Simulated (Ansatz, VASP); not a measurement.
# One calculation of P3C, two programs

```
CELL_PARAMETERS angstrom
1.34702 -2.91191 0.00000
1.34702 2.91191 0.00000
0.00000 0.00000 7.11071
ATOMIC_POSITIONS crystal
P 0.50000 0.50000 0.81872
P 0.00000 0.00000 0.50000
P 0.50000 0.50000 0.18128
C 0.00000 0.00000 0.00000
```

Change from the starting cell: species swapped into the AlV3 type (Cmmm, No. 65).

Alike in both runs: functional PBE; k mesh 8 × 8 × 4; occupations gaussian, width 0.1 eV; no spin polarisation.

Ansatz relaxed the structure, and its values are those at the end. VASP's run is a single point on that final structure, the one shown.

```csv
,VASP,Ansatz
version,VASP 6.6.1,Ansatz 0.2.0
potentials or method,"VASP PAW PBE potentials, release 64 (P, C), cutoff 600 eV","scalar-relativistic, plane waves, PAW"
valence electrons in the cell,19,19
```

Ansatz gave:

| Item | Value |
| --- | --- |
| gap on the k mesh at the Fermi level (eV) | none |
| pressure (GPa) | 0.1 |
| rms of the force components (eV/Å) | 0.006 |

Problem. Estimate VASP's values.

Solution. gap on the k mesh at the Fermi level (eV): none; pressure (GPa): -0.2; rms of the force components (eV/Å): 0.023.

A gap of «none» marks a metal or a gap that the smearing closes. The functional is the same, so the differences come from potentials, cutoffs and numerics.
